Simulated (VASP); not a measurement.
SiNi: single point with PBE+D3(BJ)

SiNi:

```
Ni Si
1.0
     5.08325    0.00000    0.00000
     0.00000    3.37490    0.00000
     0.00000    0.00000    5.53790
Ni Si
4 4
Direct
  0.99036 0.75000 0.81255
  0.50964 0.25000 0.31255
  0.49036 0.75000 0.68745
  0.00964 0.25000 0.18745
  0.67766 0.25000 0.91317
  0.82234 0.75000 0.41317
  0.17766 0.25000 0.58683
  0.32234 0.75000 0.08683
```

```
Program             : VASP 6.6.1
Task                : single point
Functional          : PBE
Dispersion          : D3(BJ)
Potentials or basis : VASP PAW PBE potentials, release 64 (Ni, Si)
Cutoff              : 520 eV
k mesh              : 5 × 8 × 5
Occupations         : fermi-dirac, width 0.05 eV
Spin                : collinear spin, ferromagnetic start
Starting moments    : [1.0, 1.0, 1.0, 1.0, 0.0, 0.0, 0.0, 0.0] μB
```

- Pressure: -1.1 GPa
- Largest force: 0.011 eV/Å
- Band gap on the k mesh: zero (filled and empty bands overlap)
- Net moment: 0.00 μB per cell
- Valence electrons inside the program's atomic spheres: Ni 9.63; Si 1.62
- Dispersion energy per atom: -0.475 eV

Forces in eV/Å, atoms in the order of the input:
```
Ni  -0.011  0.000  0.002
Ni   0.011  0.000  0.002
Ni  -0.011  0.000 -0.002
Ni   0.011  0.000 -0.002
Si   0.000  0.000 -0.003
Si   0.000  0.000 -0.003
Si   0.000  0.000  0.003
Si   0.000  0.000  0.003
```

Stress tensor (GPa, compression positive):
```
-1.09  0.00  0.00
 0.00 -1.18  0.00
 0.00  0.00 -1.11
```

Levels at points of the mesh, in eV from the Fermi level:
Spin up:
| k point | band 26 | band 27 | band 28 | band 29 | band 30 | band 31 |
| --- | --- | --- | --- | --- | --- | --- |
| (0.00, 0.00, 0.00) | -1.36 | -1.15 | -0.93 | 0.66 | 1.35 | 3.24 |
| (0.00, 0.50, 0.00) | -1.99 | -1.43 | -1.43 | -0.61 | -0.61 | 2.04 |
Spin down:
| k point | band 26 | band 27 | band 28 | band 29 | band 30 | band 31 |
| --- | --- | --- | --- | --- | --- | --- |
| (0.00, 0.00, 0.00) | -1.36 | -1.15 | -0.93 | 0.66 | 1.35 | 3.24 |
| (0.00, 0.50, 0.00) | -1.99 | -1.43 | -1.43 | -0.61 | -0.61 | 2.04 |

Run time: 9.5 min on 1 thread of Intel Xeon 8259CL, with other jobs on the host, peak memory 0.41 GiB.

Caveat: three body term missing.
